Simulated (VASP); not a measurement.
Write the native input for VASP 6.6.1 that does the following.

| Property | Result |
| --- | --- |
| Task | single point |
| Functional | PBE |
| Potentials or basis | VASP PAW PBE potentials, release 64 (Li_sv) |
| Cutoff | 520 eV |
| k mesh | 2 × 2 × 2 |
| Occupations | fermi-dirac, width 0.16 eV |
| Spin | no spin polarisation |
| Dipole correction | no |
| Further INCAR settings | LREAL = Auto; ALGO = Normal; EDIFF = 1e-07; NBANDS = 38 |

The structure of Li lies in POSCAR:

```
Li
1.0
    7.0944470000      0.0000000000      0.0000000000
    0.0000000000      7.0944470000      0.0000000000
    0.0000000000      0.0000000000      7.0944470000
Li
16
Direct
   -0.0357462675     -0.0079780707     -0.0452889422
    0.5265808596     -0.1942787084     -0.0517306000
    0.1418010452      0.3683303293      0.1787595284
   -0.0944541555     -0.2821361552      0.6230083895
    0.5504164031      0.1152027776      0.1375864814
    0.7265259717      0.4525511291     -0.1925167670
    0.0730430434     -0.0561988834      0.2778511137
    0.8435188817      0.2048785480      0.4601345249
    0.0680391298      0.3991572564      0.5563365263
    0.3400546935      0.5503036389      0.2431197245
    0.3208424843      0.0869412373      0.7762831973
    0.4887484535      0.2714376469      0.4992214333
    0.8039950119      0.6405714216      0.1389396524
    0.7394515739      0.1115097484      0.8067436405
    0.1494408232      0.5967625102      0.8811398549
    0.5521924401      0.6783615411      0.5236630847
```

These files were run (other wordings do the same):

INCAR

```
  PREC = Accurate
  ENCUT = 520
  EDIFF = 1E-7
  ISMEAR = -1
  SIGMA = 0.16
  LREAL = Auto
  LASPH = T
  NELM = 100
  ALGO = Normal
  ISIF = 2
  LWAVE = F
  LCHARG = T
  GGA = PE
  LELF = T
  LVHAR = T
  NBANDS = 38
```

KPOINTS

```
Automatic mesh
0
Gamma
  2 2 2
```

Potentials or basis: VASP PAW PBE potentials, release 64 (Li_sv).

Launch:

```console
$ cat potpaw_PBE.64/Li_sv/POTCAR > POTCAR
$ mpirun -np 1 vasp_std > vasp.out
```

Results of the run:

The largest force is 1.977 eV/Å and the band gap on the k mesh is zero (band 24 reaches 0.47 eV, above the bottom of band 25 at -0.01 eV).

Caveat: the k points lie up to 0.44 Å⁻¹ apart; forces of over 1 eV/Å act on the atoms, so gaps and moduli don't describe the material at rest.

It took 84 s on 1 thread of Intel(R) Xeon(R) 6975P-C (Granite Rapids), with other jobs on the host, peak memory 0.37 GiB.
